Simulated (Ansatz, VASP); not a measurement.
SnSe2: VASP beside Ansatz

INCAR

```
ALGO = Normal
EDIFF = 1E-6
ENCUT = 520
GGA = PS
ISIF = 2
ISMEAR = 0
LASPH = T
LCHARG = F
LREAL = F
LWAVE = F
NBANDS = 20
NELM = 60
PREC = Accurate
SIGMA = 0.05
```

The input KPOINTS:

```
k-points
0
Gamma
  12 12 6
```

The input POSCAR:

```
SnSe2
1.0
    3.8109987816      0.0000000000      0.0000000000
   -1.9054993908      2.8053584948      0.0000000000
    0.0000000000      0.0000000000      6.1370000000
Sn Se
1 2
Direct
    0.0000000000      0.0000000000      0.0000000000
    0.3333333333      0.6666666667      0.2500000000
    0.6666666667      0.3333333333      0.7500000000
```

Input for Ansatz:

```yaml
crystal:
  lattice:
    - [3.8109987816, 0.0, 0.0]
    - [-1.9054993908, 2.8053584948, 0.0]
    - [0.0, 0.0, 6.137]
  atoms:
    - { symbol: Sn, position: [0.0, 0.0, 0.0] }
    - { symbol: Se, position: [0.3333333333, 0.6666666667, 0.25] }
    - { symbol: Se, position: [0.6666666667, 0.3333333333, 0.75] }
basis:
  ecutwfc: 420
kpoints:
  mp_grid: { grid: [12, 12, 6] }
hamiltonian:
  xc: pbesol
scf:
  occupations: { method: gaussian, width: 0.05 }
output:
  forces: true
  stress: true
  eigenvalues: true
```

Change from the starting cell: strain -0.1500 x Voigt [0, 1, 0, 0, 0, 0], atoms carried along.

Alike in both runs: task single point; functional PBEsol; k mesh 12 × 12 × 6; occupations gaussian, width 0.05 eV; no spin polarisation.

|  | VASP | Ansatz |
| --- | --- | --- |
| version | VASP 6.6.1 | Ansatz 0.2.0 |
| potentials or method | VASP PAW PBE potentials, release 64 (Sn_d, Se), cutoff 520 eV | scalar-relativistic, plane waves, PAW |
| valence electrons in the cell | 26 | 46 |

Ansatz gave:

```
gap on the k mesh at the Fermi level (eV)                     : none
pressure (GPa)                                                : 21.7
traceless stress, the component that is largest in VASP (GPa) : 11.07
rms of the force components (eV/Å)                            : 1.115
```

Q: What did VASP give for the same quantities?

A: gap on the k mesh at the Fermi level (eV): none; pressure (GPa): 21.9; traceless stress, the component that is largest in VASP (GPa): 11.01; rms of the force components (eV/Å): 1.132.

VASP's potentials were made for PBE, not for PBEsol. Atom by atom the forces differ by 0.018 eV/Å (rms over components). A gap of «none» marks a metal or a gap that the smearing closes. VASP's potentials hold 26 valence electrons a cell and Ansatz's 46, so a difference there can come from the potentials and not from the codes.
